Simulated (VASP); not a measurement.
# CaO (Fm-3m) in VASP: notebook

The runs below take CaO through single point, relaxation of cell and atoms, with LDA.

Everything below comes from runs of VASP 6.6.1. Logs are shortened: lines on timing, memory, paths and dates and some standing lists are left out, and cuts for length are marked.

## 1. The cell of the first run

It takes space group Fm-3m (No. 225, cubic). The conventional cell has a = 4.711 Å, b = 4.711 Å, c = 4.711 Å, α = 90.00°, β = 90.00°, γ = 90.00°. Within 3.1 Å of Ca (site symmetry m-3m) lie 6 O at 2.36 Å. Within 3.1 Å of O (site symmetry m-3m) lie 6 Ca at 2.36 Å.

## 2. Single point, LDA

The input, INCAR:

```
SYSTEM = CaO
PREC = Accurate
ENCUT = 520
EDIFF = 1E-6
ISMEAR = 0
SIGMA = 0.1
LREAL = .False.
LASPH = .True.
NELM = 80
ALGO = Normal
ISIF = 2
LWAVE = .False.
LCHARG = .True.
LELF = .True.
LVHAR = .True.
NBANDS = 15
```

The input, KPOINTS:

```
Automatic mesh
0
Gamma
  8 8 8
  0 0 0
```

The input, POSCAR:

```
CaO
1.0
    0.0000000000      2.3557358126      2.3557358126
    2.3557358126      0.0000000000      2.3557358126
    2.3557358126      2.3557358126      0.0000000000
Ca O
1 1
Direct
    0.0000000000      0.0000000000      0.0000000000
    0.5000000000      0.5000000000      0.5000000000
```

Potentials or basis: VASP PAW LDA potentials, release 64 (Ca_sv, O).

Launch:

```bash
$ cat potpaw_LDA.64/Ca_sv/POTCAR potpaw_LDA.64/O/POTCAR > POTCAR
$ mpirun -np 1 vasp_std > vasp.out
```

OUTCAR:

```text
SYSTEM = CaO
   PREC = Accurate
   ENCUT = 520
   EDIFF = 1E-6
   ISMEAR = 0
   LREAL = .False.
   LASPH = .True.
   NELM = 80
   ISIF = 2

 ion  position               nearest neighbor table
   1  0.000  0.000  0.000-   2 2.36   2 2.36   2 2.36   2 2.36   2 2.36   2 2.36
   2  0.500  0.500  0.500-   1 2.36   1 2.36   1 2.36   1 2.36   1 2.36   1 2.36

  LATTYP: Found a face centered cubic cell.
 ALAT       =     4.7114716252

  Lattice vectors:

 A1 = (   0.0000000000,   2.3557358126,   2.3557358126)
 A2 = (   2.3557358126,   0.0000000000,   2.3557358126)
 A3 = (   2.3557358126,   2.3557358126,   0.0000000000)

Analysis of symmetry for initial positions (statically):
=====================================================================
 Subroutine PRICEL returns:
 Original cell was already a primitive cell.

 Routine SETGRP: Setting up the symmetry group for a
 face centered cubic supercell.

 Subroutine GETGRP returns: Found 48 space group operations
 (whereof 48 operations were pure point group operations)
 out of a pool of 48 trial point group operations.

The static configuration has the point symmetry O_h .

Analysis of symmetry for dynamics (positions and initial velocities):
=====================================================================
 Subroutine PRICEL returns:
 Original cell was already a primitive cell.

 Routine SETGRP: Setting up the symmetry group for a
 face centered cubic supercell.

 Subroutine GETGRP returns: Found 48 space group operations
 (whereof 48 operations were pure point group operations)
 out of a pool of 48 trial point group operations.

The dynamic configuration has the point symmetry O_h .

 Subroutine INISYM returns: Found 48 space group operations
 (whereof 48 operations are pure point group operations),
 and found     1 'primitive' translations

----------------------------------------------------------------------------------------

                                     Primitive cell

  volume of cell :      26.1463

  direct lattice vectors                    reciprocal lattice vectors
     0.000000000  2.355735813  2.355735813    -0.212247909  0.212247909  0.212247909
     2.355735813  0.000000000  2.355735813     0.212247909 -0.212247909  0.212247909
     2.355735813  2.355735813  0.000000000     0.212247909  0.212247909 -0.212247909

  length of vectors
     3.331513536  3.331513536  3.331513536     0.367624162  0.367624162  0.367624162

  position of ions in fractional coordinates (direct lattice)
     0.000000000  0.000000000  0.000000000
     0.500000000  0.500000000  0.500000000

  ion indices of the primitive-cell ions
   primitive index   ion index
                 1           1
                 2           2

[... 83 lines left out ...]
   NUPDOWN=      -1.0000    fix difference up-down
   EMIN   =  10.00;   EMAX   =-10.00  energy-range for DOS
   EFERMI =   0.00;   METHOD = LEGACY
   ISMEAR =     0;   SIGMA  =   0.10  broadening in eV -4-tet -1-fermi 0-gaus
   EFERMI_NEDOS =   21; number of points for ismear=-14 and -15
   IALGO  =     38    algorithm
   IMIX   =      4    mixing-type and parameters
     AMIX     =   0.40;   BMIX     =  1.00
     AMIX_MAG =   1.60;   BMIX_MAG =  1.00
  volume/ion in A,a.u.               =      13.07        88.22
  Fermi-wavevector in a.u.,A,eV,Ry     =   1.389883  2.626498 26.283391  1.931775
  Thomas-Fermi vector in A             =   2.513871
   LORBIT       =      0    0 simple, 1 ext, 2 COOP (PROOUT), +10 PAW based schemes
   GGA     = CA    functional components
   LHFCALC =     F    Hartree Fock is set to
   AEXX    =    0.0000 exact exchange contribution
   IVDW    =     0    specifies the selected vdW correction
   LEPSILON=     F    determine dielectric tensor
   LRPA    =     F    only Hartree local field effects (RPA)
 non-spin polarized calculation
 Gauss-broadening in eV      SIGMA  =   0.10
  energy-cutoff  :      520.00
  volume of cell :       26.15
 maximum number of plane-waves:       725
 NGX is ok and might be reduce to    28
   NGX = 13   NGY = 13   NGZ = 13

 number of electron      15.9999999 magnetization

 Free energy of the ion-electron system (eV)
  ---------------------------------------------------
  ext. energy  EPLUGINS =         0.00000000
  ---------------------------------------------------
  free energy    TOTEN  =       -14.22072223 eV

  energy without entropy =      -14.22072223  energy(sigma->0) =      -14.22072223

 E-fermi :   2.7724     XC(G=0): -11.3264

 val. band max:        2.3720260139   @ k =   0.0000   0.0000   0.0000
 cond. band min:       5.7929667023   @ k =   0.5000   0.5000   0.0000
 fundamental gap:      3.4209406883
 Fermi energy:         2.7724115350

 k-point     1 :       0.0000    0.0000    0.0000
  band No.  band energies     occupation
      1     -34.4597      2.00000
      2     -15.4545      2.00000
      3     -15.4545      2.00000
      4     -15.4545      2.00000
      5     -12.9543      2.00000
      6       2.3720      2.00000
      7       2.3720      2.00000
      8       2.3720      2.00000
      9       7.4349      0.00000
     10       8.6153      0.00000
     11       8.6153      0.00000
     12       8.6153      0.00000
     13      10.2868      0.00000
     14      10.2868      0.00000
[... 401 lines left out ...]
      2     -16.6307      2.00000
      3     -15.7651      2.00000
      4     -15.6161      2.00000
      5     -11.7921      2.00000
      6       0.1735      2.00000
      7       1.1638      2.00000
      8       1.2061      2.00000
      9       9.2435      0.00000
     10       9.3134      0.00000
     11      11.4420      0.00000
     12      11.7445      0.00000
     13      13.0690      0.00000
     14      14.7809      0.00000
     15      16.8271      0.00000

 [... further k-points ...]
[... 5 lines left out ...]
  --------------------------------------------------------------------------------------
  -------------------------------------------------------------------------------------
  Total        0.1140869      0.1140869      0.1140869      0.0000000     -0.0000000      0.0000000
  in kB        6.9909541      6.9909541      6.9909541      0.0000000     -0.0000000      0.0000000
  external PRESSURE =       6.9909541 kB  Pullay stress =       0.0000000 kB

 VOLUME and BASIS-vectors are now :
 -----------------------------------------------------------------------------
  energy-cutoff  :      520.00
  volume of cell :       26.15
      direct lattice vectors                 reciprocal lattice vectors
     0.000000000  2.355735813  2.355735813    -0.212247909  0.212247909  0.212247909
     2.355735813  0.000000000  2.355735813     0.212247909 -0.212247909  0.212247909
     2.355735813  2.355735813  0.000000000     0.212247909  0.212247909 -0.212247909

 POSITION                                       TOTAL-FORCE (eV/Angst)
 -----------------------------------------------------------------------------------
      0.00000      0.00000      0.00000         0.000000      0.000000      0.000000
      2.35574      2.35574      2.35574        -0.000000     -0.000000     -0.000000
 -----------------------------------------------------------------------------------
    total drift:                                0.000000      0.000000      0.000000

  FREE ENERGIE OF THE ION-ELECTRON SYSTEM (eV)
  ---------------------------------------------------
  free  energy   TOTEN  =       -14.2207222273 eV

  energy  without entropy=      -14.2207222272  energy(sigma->0) =      -14.22072223
```

Run time: 24 s. Hardware: 1 thread of AMD EPYC 7R13, shared host; peak memory 0.12 GiB.

Results:

```yaml
Free_energy: -14.2207 eV
Pressure: 0.7 GPa
Band_gap_on_the_k_mesh: 3.42 eV (least direct gap 3.78 eV)
```

Levels at points of the mesh, in eV from the valence-band top:
| k point | band 5 | band 6 | band 7 | band 8 | band 9 | band 10 | band 11 | band 12 |
| --- | --- | --- | --- | --- | --- | --- | --- | --- |
| (0.00, 0.00, 0.00) | -15.33 | 0.00 | 0.00 | 0.00 | 5.06 | 6.24 | 6.24 | 6.24 |
| (0.50, 0.00, 0.00) | -13.80 | -2.86 | -1.36 | -1.36 | 7.23 | 8.63 | 8.63 | 8.77 |
| (0.50, 0.50, 0.00) | -15.08 | -1.27 | -0.36 | -0.36 | 3.42 | 8.47 | 9.22 | 9.95 |

A k mesh can miss the band edges. As with any semilocal functional, this LDA gap is likely too small.

## 3. Single point, LDA

This run uses another cell than the first one, of 13.04 Å³/atom.

The input, INCAR:

```
SYSTEM = CaO
ALGO = Normal ; EDIFF = 1E-7
ENCUT = 520 ; GGA = CA
ISIF = 2 ; ISMEAR = 0
LASPH = .True. ; LCHARG = .True.
LELF = .True. ; LREAL = .False.
LVHAR = .True. ; LWAVE = .False.
NBANDS = 15 ; NELM = 60
PREC = Accurate ; SIGMA = 0.02
```

The input, KPOINTS:

```
k-points
0
Gamma
  8 8 8
  0 0 0
```

The input, POSCAR:

```
CaO
1.0
    0.0000000000      2.3537266366      2.3537266366
    2.3537266366      0.0000000000      2.3537266366
    2.3537266366      2.3537266366      0.0000000000
Ca O
1 1
Direct
    0.0000000000      0.0000000000      0.0000000000
    0.5000000000      0.5000000000      0.5000000000
```

Potentials or basis: VASP PAW LDA potentials, release 64 (Ca_sv, O).

Launch:

```bash
$ cat potpaw_LDA.64/Ca_sv/POTCAR potpaw_LDA.64/O/POTCAR > POTCAR
$ mpirun -np 1 vasp_std > vasp.out
```

Wall time 27 s (1 thread of AMD EPYC 7R13, shared host); peak memory 0.12 GiB.

Results (log left out):

- Free energy: -14.2203 eV
- Pressure: 1.0 GPa
- Band gap on the k mesh: 3.42 eV (least direct gap 3.78 eV)

Levels at points of the mesh, in eV from the valence-band top:
| k point | band 4 | band 5 | band 6 | band 7 | band 8 | band 9 | band 10 | band 11 | band 12 | band 13 |
| --- | --- | --- | --- | --- | --- | --- | --- | --- | --- | --- |
| (0.00, 0.00, 0.00) | -17.82 | -15.33 | 0.00 | 0.00 | 0.00 | 5.08 | 6.25 | 6.25 | 6.25 | 7.92 |
| (0.50, 0.00, 0.00) | -17.88 | -13.79 | -2.86 | -1.36 | -1.36 | 7.24 | 8.64 | 8.64 | 8.79 | 10.96 |
| (0.50, 0.50, 0.00) | -18.11 | -15.09 | -1.27 | -0.36 | -0.36 | 3.42 | 8.49 | 9.23 | 9.96 | 9.96 |

A k mesh can miss the band edges. A hybrid or GW would open this gap; LDA tends to underestimate it.

## 4. Relaxation of cell and atoms, LDA

The input, INCAR:

```
SYSTEM = CaO
PREC = Accurate
ENCUT = 600
EDIFF = 1E-6
ISMEAR = 0
SIGMA = 0.02
LREAL = .FALSE.
LASPH = .TRUE.
NELM = 60
ALGO = Normal
ISIF = 3
LWAVE = .FALSE.
LCHARG = .FALSE.
GGA = CA
IBRION = 2
NSW = 100
EDIFFG = -0.002
```

The input, KPOINTS:

```
Automatic mesh
0
G
  8 8 8
  0 0 0
```

The input, POSCAR:

```
CaO
1.0
    0.0000000000      2.3557358126      2.3557358126
    2.3557358126      0.0000000000      2.3557358126
    2.3557358126      2.3557358126      0.0000000000
Ca O
1 1
Direct
    0.0000000000      0.0000000000      0.0000000000
    0.5000000000      0.5000000000      0.5000000000
```

Launch:

```bash
$ cat potpaw_LDA.64/Ca_sv/POTCAR potpaw_LDA.64/O/POTCAR > POTCAR
$ mpirun -np 1 vasp_std > vasp.out
```

It took 1.9 min on 1 thread of AMD EPYC 7R13, shared host; peak memory 0.13 GiB.

Results (log left out):

| Quantity | Value |
| --- | --- |
| Free energy | -14.2236 eV |
| Relaxed volume | 13.13 Å³/atom |
| Relaxed cell | a = 3.336 Å, b = 3.336 Å, c = 3.336 Å, α = 60.00°, β = 60.00°, γ = 60.00° |
| Space group after relaxing (to 0.1 Å) | Fm-3m (No. 225) |
| Energy gained by relaxing | 0.1 meV/atom |
| Ionic steps | 15 |
| Pressure after relaxing | 0.0 GPa |
| Band gap on the k mesh | 3.43 eV (least direct gap 3.79 eV) |

Step by step:
| step | energy change (eV) | largest force (eV/Å) | pressure (GPa) | volume (Å³) |
| --- | --- | --- | --- | --- |
| 1 | 0.0000 | 0.0000 | 0.52 | 26.15 |
| 2 | -0.0001 | 0.0000 | -0.25 | 26.31 |
| 3 | -0.0002 | 0.0000 | -0.04 | 26.26 |
| 4 | -0.0002 | 0.0000 | -0.03 | 26.25 |
| 5 | -0.0001 | 0.0000 | 0.25 | 26.20 |
| 6 | -0.0002 | 0.0000 | 0.08 | 26.24 |
| 7 | -0.0002 | 0.0000 | 0.07 | 26.25 |
| 8 | -0.0002 | 0.0000 | 0.05 | 26.25 |
| 9 | -0.0002 | 0.0000 | 0.05 | 26.26 |
| 10 | -0.0002 | 0.0000 | -0.06 | 26.27 |
| 11 | -0.0002 | 0.0000 | -0.04 | 26.26 |
| 12 | -0.0002 | 0.0000 | -0.05 | 26.26 |
| 13 | -0.0002 | 0.0000 | -0.04 | 26.26 |
| 14 | -0.0002 | 0.0000 | -0.03 | 26.26 |
| 15 | -0.0002 | 0.0000 | -0.02 | 26.26 |

Final structure:
```
CELL_PARAMETERS angstrom
0.00000 2.35902 2.35902
2.35902 0.00000 2.35902
2.35902 2.35902 0.00000
ATOMIC_POSITIONS crystal
Ca 0.00000 0.00000 0.00000
O 0.50000 0.50000 0.50000
```

Levels at points of the mesh, in eV from the valence-band top:
```csv
k point,band 4,band 5,band 6,band 7,band 8,band 9,band 10,band 11,band 12
"(0.00, 0.00, 0.00)",-17.85,-15.32,0.00,0.00,0.00,5.03,6.24,6.24,6.24
"(0.50, 0.00, 0.00)",-17.91,-13.81,-2.85,-1.35,-1.35,7.21,8.61,8.61,8.74
"(0.50, 0.50, 0.00)",-18.14,-15.07,-1.27,-0.36,-0.36,3.43,8.44,9.19,9.92
```

## 5. Single point, LDA

The input, INCAR:

```
SYSTEM = CaO
PREC = Accurate
ENCUT = 1340
EDIFF = 1E-6
ISMEAR = 0
SIGMA = 0.1
LREAL = .False.
LASPH = .True.
NELM = 120
ALGO = Normal
ISIF = 2
LWAVE = .False.
LCHARG = .True.
LELF = .True.
LVHAR = .True.
NBANDS = 15
GGA_COMPAT = .False.
```

The input, KPOINTS:

```
Automatic mesh
0
Gamma
  8 8 8
  0 0 0
```

POSCAR is that of step 4.

Potentials or basis: VASP PAW LDA potentials, release 64 (Ca_sv, O_h).

Launch:

```bash
$ cat potpaw_LDA.64/Ca_sv/POTCAR potpaw_LDA.64/O_h/POTCAR > POTCAR
$ mpirun -np 1 vasp_std > vasp.out
```

It took 37 s on 1 thread of Intel Xeon 6975P-C (Granite Rapids), shared host; peak memory 0.23 GiB.

It converged, with:

```yaml
Free_energy: -14.2288 eV
Pressure: 0.6 GPa
Band_gap_on_the_k_mesh: 3.42 eV (least direct gap 3.78 eV)
```

Levels at points of the mesh, in eV from the valence-band top:
```csv
k point,band 6,band 7,band 8,band 9,band 10,band 11
"(0.00, 0.00, 0.00)",0.00,0.00,0.00,5.07,6.25,6.25
"(0.50, 0.00, 0.00)",-2.86,-1.36,-1.36,7.23,8.63,8.63
"(0.50, 0.50, 0.00)",-1.27,-0.36,-0.36,3.42,8.48,9.22
```

## 6. Single point, LDA

This run uses another cell than the first one, of 13.04 Å³/atom.

The input, INCAR:

```
SYSTEM = CaO
ALGO = Normal ; EDIFF = 1E-6
ENCUT = 1340 ; GGA = CA
GGA_COMPAT = .False. ; ISIF = 2
ISMEAR = 0 ; LASPH = .True.
LCHARG = .True. ; LELF = .True.
LREAL = .False. ; LVHAR = .True.
LWAVE = .False. ; NBANDS = 15
NELM = 120 ; PREC = Accurate
SIGMA = 0.02
```

The input, KPOINTS:

```
k-points
0
Gamma
  8 8 8
  0 0 0
```

The input, POSCAR:

```
CaO
1.0
    0.0000000000      2.3537266366      2.3537266366
    2.3537266366      0.0000000000      2.3537266366
    2.3537266366      2.3537266366      0.0000000000
Ca O
1 1
Direct
    0.0000000000      0.0000000000      0.0000000000
    0.5000000000      0.5000000000      0.5000000000
```

Potentials or basis: VASP PAW LDA potentials, release 64 (Ca_sv, O_h).

Launch:

```bash
$ cat potpaw_LDA.64/Ca_sv/POTCAR potpaw_LDA.64/O_h/POTCAR > POTCAR
$ mpirun -np 1 vasp_std > vasp.out
```

OUTCAR:

```text
SYSTEM = CaO
   EDIFF = 1E-6
   ENCUT = 1340
   GGA = CA
   ISIF = 2
   ISMEAR = 0
   LASPH = .True.
   LREAL = .False.
   NELM = 120
   PREC = Accurate

 ion  position               nearest neighbor table
   1  0.000  0.000  0.000-
   2  0.500  0.500  0.500-

  LATTYP: Found a face centered cubic cell.
 ALAT       =     4.7074532732

  Lattice vectors:

 A1 = (   0.0000000000,   2.3537266366,   2.3537266366)
 A2 = (   2.3537266366,   0.0000000000,   2.3537266366)
 A3 = (   2.3537266366,   2.3537266366,   0.0000000000)
[... 606 lines left out ...]
      9       9.5671      0.00000
     10       9.6379      0.00000
     11      11.7710      0.00000
     12      12.0787      0.00000
     13      13.4034      0.00000
     14      15.1207      0.00000
     15      17.1750      0.00000

 [... further k-points ...]
[... 5 lines left out ...]
  --------------------------------------------------------------------------------------
  -------------------------------------------------------------------------------------
  Total        0.1525327      0.1525327      0.1525327      0.0000000      0.0000000      0.0000000
  in kB        9.3707741      9.3707741      9.3707741      0.0000000      0.0000000      0.0000000
  external PRESSURE =       9.3707741 kB  Pullay stress =       0.0000000 kB

 VOLUME and BASIS-vectors are now :
 -----------------------------------------------------------------------------
  energy-cutoff  :     1340.00
  volume of cell :       26.08
      direct lattice vectors                 reciprocal lattice vectors
     0.000000000  2.353726637  2.353726637    -0.212429087  0.212429087  0.212429087
     2.353726637  0.000000000  2.353726637     0.212429087 -0.212429087  0.212429087
     2.353726637  2.353726637  0.000000000     0.212429087  0.212429087 -0.212429087

 POSITION                                       TOTAL-FORCE (eV/Angst)
 -----------------------------------------------------------------------------------
      0.00000      0.00000      0.00000         0.000000      0.000000      0.000000
      2.35373      2.35373      2.35373        -0.000000      0.000000     -0.000000
 -----------------------------------------------------------------------------------
    total drift:                                0.000000     -0.000000      0.000000

  FREE ENERGIE OF THE ION-ELECTRON SYSTEM (eV)
  ---------------------------------------------------
  free  energy   TOTEN  =       -14.2284192898 eV

  energy  without entropy=      -14.2284192898  energy(sigma->0) =      -14.22841929
```

OSZICAR:

```text
N       E                     dE             d eps       ncg     rms          rms(c)
DAV:   1     0.200619168976E+03    0.20062E+03   -0.14516E+04   870   0.227E+03
DAV:   2     0.996358418688E+00   -0.19962E+03   -0.18427E+03  1059   0.434E+02
DAV:   3    -0.154029469267E+02   -0.16399E+02   -0.16004E+02  1006   0.105E+02
DAV:   4    -0.159254282218E+02   -0.52248E+00   -0.52157E+00  1308   0.176E+01
DAV:   5    -0.159311207431E+02   -0.56925E-02   -0.56896E-02  1005   0.194E+00    0.858E+00
DAV:   6    -0.143659431201E+02    0.15652E+01   -0.45701E+00  1169   0.218E+01    0.369E+00
DAV:   7    -0.142632973881E+02    0.10265E+00   -0.42350E-01   998   0.744E+00    0.182E+00
DAV:   8    -0.142299084900E+02    0.33389E-01   -0.97236E-02  1171   0.337E+00    0.451E-01
DAV:   9    -0.142283191982E+02    0.15893E-02   -0.54813E-03   996   0.622E-01    0.109E-01
DAV:  10    -0.142284292738E+02   -0.11008E-03   -0.34374E-04  1194   0.209E-01    0.294E-02
DAV:  11    -0.142284199410E+02    0.93328E-05   -0.20011E-05  1185   0.559E-02    0.883E-03
DAV:  12    -0.142284192898E+02    0.65122E-06   -0.54129E-06  1073   0.247E-02
   1 F= -.14228419E+02 E0= -.14228419E+02  d E =-.259801E-58
```

stdout:

```text
POSCAR found type information on POSCAR CaO
 POSCAR found :  2 types and       2 ions
 scaLAPACK will be used
 LDA part: xc-table for (Slater(with rela. corr.)+CA(PZ))
 , standard interpolation
 POSCAR, INCAR and KPOINTS ok, starting setup
 FFT: planning ... GRIDC
 FFT: planning ... GRID_SOFT
 FFT: planning ... GRID
 WAVECAR not read
 entering main loop
```

It took 24 s on 1 thread of AMD EPYC 9R45 (Zen 5), shared host; peak memory 0.2 GiB.

Results:

```yaml
Free_energy: -14.2284 eV
Pressure: 0.9 GPa
Band_gap_on_the_k_mesh: 3.42 eV (least direct gap 3.78 eV)
```

## 7. The runs side by side

| task | potentials or basis | cell | cutoff (eV) | smearing | gap on the mesh (eV) | pressure (GPa) |
| --- | --- | --- | --- | --- | --- | --- |
| single point | VASP PAW LDA potentials, release 64 (Ca_sv, O) | a = 3.332 Å, angles 60.0°, 2 atoms | 520 | gaussian 0.1 eV | 3.42 | 0.7 |
| single point | VASP PAW LDA potentials, release 64 (Ca_sv, O) | a = 3.329 Å, angles 60.0°, 2 atoms | 520 | gaussian 0.02 eV | 3.42 | 1.0 |
| relaxation of cell and atoms | VASP PAW LDA potentials, release 64 (Ca_sv, O) | relaxed from a = 3.332 Å, angles 60.0°, 2 atoms | 600 | gaussian 0.02 eV | 3.43 | 0.0 |
| single point | VASP PAW LDA potentials, release 64 (Ca_sv, O_h) | a = 3.332 Å, angles 60.0°, 2 atoms | 1340 | gaussian 0.1 eV | 3.42 | 0.6 |
| single point | VASP PAW LDA potentials, release 64 (Ca_sv, O_h) | a = 3.329 Å, angles 60.0°, 2 atoms | 1340 | gaussian 0.02 eV | 3.42 | 0.9 |

Alike in all rows: level LDA; no spin polarisation; k mesh 8 × 8 × 8.

Absolute energies hang on the potentials; compare differences alone.
